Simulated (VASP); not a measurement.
Input of a VASP 6.6.1 run:

Contents of INCAR:

```
ALGO = Normal
EDIFF = 1E-6
ENCUT = 520
GGA = PE
ISIF = 2
ISMEAR = 0
LASPH = T
LCHARG = F
LREAL = F
LWAVE = F
NBANDS = 39
NELM = 80
PREC = Accurate
SIGMA = 0.1
```

The input KPOINTS:

```
k-points
0
Gamma
  6 6 6
```

File POSCAR:

```
Na6TeP2
1.0
    5.9215871029      0.0000000000      0.0000000000
    0.0000000000      5.9215871029      0.0000000000
    0.0000000000      0.0000000000      7.5101513365
Na Te P
6 1 2
Direct
    0.0000000000      0.5000000000      0.1953261121
    0.5000000000      0.0000000000      0.1953261121
    0.0000000000      0.5000000000      0.8046738879
    0.5000000000      0.0000000000      0.8046738879
    0.5000000000      0.5000000000      0.5000000000
    0.0000000000      0.0000000000      0.5000000000
    0.0000000000      0.0000000000      0.0000000000
    0.5000000000      0.5000000000      0.1382728859
    0.5000000000      0.5000000000      0.8617271141
```

Potentials or basis: VASP PAW PBE potentials, release 64 (Na_pv, Te, P).

The run is started by

```sh
$ cat potpaw_PBE.64/Na_pv/POTCAR potpaw_PBE.64/Te/POTCAR potpaw_PBE.64/P/POTCAR > POTCAR
$ mpirun -np 1 vasp_std > vasp.out
```

**Question.** Estimate the band gap on the k mesh.

**Answer.** Zero (bands 29 and 30 overlap by 0.31 eV).

**Question.** Estimate the pressure.

**Answer.** 0.0 GPa.

**Question.** Estimate the largest force.

**Answer.** 0.063 eV/Å.

Forces on the atoms (eV/Å):
```
Na   0.000  0.000  0.003
Na   0.000  0.000  0.003
Na   0.000  0.000 -0.003
Na   0.000  0.000 -0.003
Na   0.000  0.000  0.000
Na   0.000  0.000  0.000
Te   0.000  0.000  0.000
P    0.000  0.000 -0.063
P    0.000  0.000  0.063
```

Caveat: spin-orbit coupling is left out, which moves the levels of the heavy elements.
